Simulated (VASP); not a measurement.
## HfN: single point with r2SCAN

The system is HfN.

```
CELL_PARAMETERS angstrom
3.10748 0.00000 0.00000
-1.55374 2.69115 0.00000
0.00000 0.00000 2.90700
ATOMIC_POSITIONS crystal
Hf 0.00000 0.00000 0.00000
N 0.66667 0.33333 0.50000
```

| Property | Result |
| --- | --- |
| Program | VASP 6.6.1 |
| Task | single point |
| Functional | r2SCAN |
| Potentials or basis | VASP PAW PBE potentials, release 64 (Hf_pv, N) |
| Cutoff | 520 eV |
| k mesh | 12 × 12 × 12 |
| Occupations | gaussian, width 0.05 eV |
| Spin | no spin polarisation |
| Dipole correction | no |
| Further INCAR settings | ALGO = Normal; EDIFF = 1e-07; NBANDS = 14 |

The pressure is -6.9 GPa and the band gap on the k mesh is zero (an odd number of electrons rules out a gap without spin polarisation).

Stress tensor (GPa, compression positive):
```
-6.78  0.00  0.00
 0.00 -6.78  0.00
 0.00  0.00 -7.11
```

Levels at points of the mesh, in eV from the Fermi level:
| k point | band 5 | band 6 | band 7 | band 8 | band 9 | band 10 |
| --- | --- | --- | --- | --- | --- | --- |
| (0.00, 0.00, 0.00) | -3.67 | -3.67 | -2.25 | -1.81 | 2.31 | 5.09 |
| (0.50, 0.00, 0.00) | -6.93 | -3.49 | -2.49 | -1.71 | 4.95 | 5.23 |
| (0.00, 0.00, 0.50) | -7.96 | -2.88 | -2.88 | 1.67 | 1.67 | 3.98 |
| (0.50, 0.00, 0.50) | -6.02 | -4.93 | -4.55 | 0.72 | 5.29 | 6.71 |

Run time: 56 s on 1 thread of Intel(R) Xeon(R) 6975P-C (Granite Rapids) (shared host), peak memory 0.18 GiB.

Caveat: the cell stands under tension; the PAW data sets were made with another functional, which shifts forces and pressure a little; spin-orbit coupling is left out, which moves the levels of the heavy elements.
